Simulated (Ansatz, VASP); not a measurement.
## Au in VASP and in Ansatz

The input INCAR:

```
SYSTEM = Au
PREC = Accurate
ENCUT = 520
EDIFF = 1E-7
ISMEAR = 0
SIGMA = 0.15
LREAL = .FALSE.
LASPH = .TRUE.
NELM = 60
ALGO = Fast
ISIF = 2
LWAVE = .FALSE.
LCHARG = .FALSE.
GGA = PS
NBANDS = 12
```

KPOINTS

```
regular mesh
0
G
  28 28 28
  0 0 0
```

File POSCAR:

```
Au
1.0
    0.0000000000      1.8192483067      2.5724171057
    1.8192483067      0.0000000000      2.5724171057
    1.8192483067      1.8192483067      0.0000000000
Au
1
Direct
    0.0000000000      0.0000000000      0.0000000000
```

Input for Ansatz:

```yaml
crystal:
  lattice:
    - [0.0, 1.8192483067, 2.5724171057]
    - [1.8192483067, 0.0, 2.5724171057]
    - [1.8192483067, 1.8192483067, 0.0]
  atoms:
    - { symbol: Au, position: [0.0, 0.0, 0.0] }
basis:
  ecutwfc: 420
kpoints:
  mp_grid: { grid: [28, 28, 28] }
hamiltonian:
  xc: pbesol
scf:
  occupations: { method: gaussian, width: 0.15 }
output:
  forces: true
  stress: true
  eigenvalues: true
```

Alike in both runs: task single point; functional PBEsol; k mesh 28 × 28 × 28; occupations gaussian, width 0.15 eV; no spin polarisation.

|  | VASP | Ansatz |
| --- | --- | --- |
| version | VASP 6.6.1 | Ansatz 0.2.0 |
| potentials or method | VASP PAW PBE potentials, release 64 (Au), cutoff 520 eV | scalar-relativistic, plane waves, PAW |
| valence electrons in the cell | 11 | 19 |

```csv
,VASP,Ansatz,Ansatz less VASP
gap on the k mesh at the Fermi level (eV),none,none,-
pressure (GPa),14.2,14.5,+0.28
"traceless stress, the component that is largest in VASP (GPa)",-24.57,-24.63,-0.061
```

VASP's potentials were made for PBE, not for PBEsol. A gap of «none» marks a metal or a gap that the smearing closes. VASP's potentials hold 11 valence electrons a cell and Ansatz's 19, so a difference there can come from the potentials and not from the codes.

Neither program's run includes spin-orbit coupling.
